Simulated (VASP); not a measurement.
## AlRu: single point with PBE

Crystal: AlRu.

```
CELL_PARAMETERS angstrom
3.00415 0.00000 0.00000
0.00000 3.00415 0.00000
0.00000 0.00000 3.00415
ATOMIC_POSITIONS crystal
Al 0.00000 0.00000 0.00000
Ru 0.50000 0.50000 0.50000
```

| Item | Value |
| --- | --- |
| Program | VASP 6.6.1 |
| Task | single point |
| Functional | PBE |
| Potentials or basis | VASP PAW PBE potentials, release 64 (Al, Ru_pv) |
| Cutoff | 520 eV |
| k mesh | 6 × 6 × 6 |
| Occupations | gaussian, width 0.1 eV |
| Spin | no spin polarisation |
| Dipole correction | no |
| Further INCAR settings | ALGO = Normal; EDIFF = 1e-06; NBANDS = 16 |

| Property | Result |
| --- | --- |
| Pressure | -0.2 GPa |
| Band gap on the k mesh | zero (an odd number of electrons rules out a gap without spin polarisation) |

Levels at points of the mesh, in eV from the Fermi level:
| k point | band 5 | band 6 | band 7 | band 8 | band 9 | band 10 | band 11 | band 12 |
| --- | --- | --- | --- | --- | --- | --- | --- | --- |
| (0.00, 0.00, 0.00) | -3.37 | -3.37 | 0.29 | 0.29 | 0.29 | 6.14 | 6.14 | 6.14 |
| (0.50, 0.00, 0.00) | -5.34 | -2.58 | -1.46 | -1.46 | 0.54 | 2.37 | 7.58 | 11.09 |
| (0.50, 0.50, 0.00) | -2.88 | -1.23 | -1.23 | -1.03 | -1.03 | 1.63 | 5.36 | 6.22 |
| (0.50, 0.50, 0.50) | -4.44 | -4.44 | 1.72 | 1.72 | 2.61 | 4.24 | 4.24 | 4.24 |

It took 7.1 s on 1 thread of Intel Xeon 8259CL (shared host), peak memory 0.14 GiB.
